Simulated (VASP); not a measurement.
Here is a VASP 6.6.1 calculation.

INCAR

```
SYSTEM = Fe
  PREC = Accurate
  ENCUT = 600
  EDIFF = 1E-6
  ISMEAR = -1
  SIGMA = 0.1
  LREAL = .FALSE.
  LASPH = .TRUE.
  NELM = 120
  ALGO = Normal
  ISIF = 2
  LWAVE = .FALSE.
  LCHARG = .TRUE.
  GGA = CA
  LELF = .TRUE.
  LVHAR = .TRUE.
  NBANDS = 23
  GGA_COMPAT = .FALSE.
```

KPOINTS

```
regular mesh
0
G
  13 13 13
  0 0 0
```

File POSCAR:

```
Fe
1.0
    0.0000000000      2.4398842954      2.4398842954
    2.4398842954      0.0000000000      2.4398842954
    2.4398842954      2.4398842954      0.0000000000
Fe
2
Direct
    0.1250000000      0.1250000000      0.1250000000
    0.8750000000      0.8750000000      0.8750000000
```

Potentials or basis: VASP PAW LDA potentials, release 64 (Fe_sv).

Launch:

```bash
$ cat potpaw_LDA.64/Fe_sv/POTCAR > POTCAR
$ mpirun -np 1 vasp_std > vasp.out
```

Problem. What does it give for the band gap on the k mesh?

Solution. Zero (band 16 reaches 8.45 eV, above the bottom of band 17 at 7.66 eV).

Problem. Estimate the pressure.

Solution. -14.7 GPa.

Caveat: the run has no spin polarisation, though such a crystal can be magnetic. Spin polarisation is off, so any magnetic state and its effect on volume and gap are missing.
